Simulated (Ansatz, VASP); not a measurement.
## One calculation of Sc, two programs

File INCAR:

```
SYSTEM = Sc
ALGO     = Normal         ! electronic algorithm
EDIFF    = 1E-7           ! SCF threshold, eV
ENCUT    = 520            ! plane-wave cutoff, eV
GGA      = CA             ! functional
ISIF     = 2              ! what is computed and relaxed
ISMEAR   = -1             ! smearing method
LASPH    = .TRUE.         ! aspherical terms in the spheres
LCHARG   = .FALSE.        ! write CHGCAR
LREAL    = .FALSE.        ! projectors in reciprocal space
LWAVE    = .FALSE.        ! write WAVECAR
NBANDS   = 12             ! bands
NELM     = 80             ! most SCF steps
PREC     = Accurate       ! precision mode
SIGMA    = 0.08           ! smearing width, eV
```

Contents of KPOINTS:

```
k-points
0
G
  13 13 13
  0 0 0
```

POSCAR

```
Sc
1.0
    0.0000000000      2.2797502870      2.2797502870
    2.2797502870      0.0000000000      2.2797502870
    2.2797502870      2.2797502870      0.0000000000
Sc
1
Direct
    0.0000000000      0.0000000000      0.0000000000
```

Input for Ansatz:

```yaml
crystal:
  lattice:
    - [0.0, 2.279750287, 2.279750287]
    - [2.279750287, 0.0, 2.279750287]
    - [2.279750287, 2.279750287, 0.0]
  atoms:
    - { symbol: Sc, position: [0.0, 0.0, 0.0] }
kpoints:
  mp_grid: { grid: [13, 13, 13] }
scf:
  occupations: { method: fermi_dirac, width: 0.08 }
hamiltonian:
  xc: lda
  pseudopotentials: { kind: all_electron, lapw: { basis_error: 0.00025 } }
output:
  forces: true
  stress: true
  eigenvalues: true
```

Change from the starting cell: volume scaled by 0.9405.

Alike in both runs: task single point; functional LDA; k mesh 13 × 13 × 13; occupations fermi-dirac, width 0.08 eV; no spin polarisation.

```csv
,VASP,Ansatz
version,VASP 6.6.1,Ansatz 0.2.0
potentials or method,"VASP PAW LDA potentials, release 64 (Sc_sv), cutoff 520 eV","all-electron LAPW, scalar-relativistic"
```

|  | VASP | Ansatz | Ansatz less VASP |
| --- | --- | --- | --- |
| pressure (GPa) | -2.9 | -2.9 | -0.05 |

LDA's correlation is that of Perdew and Zunger in VASP and of Perdew and Wang (1992) in Ansatz. Ansatz ran all-electron here, and VASP with PAW potentials.
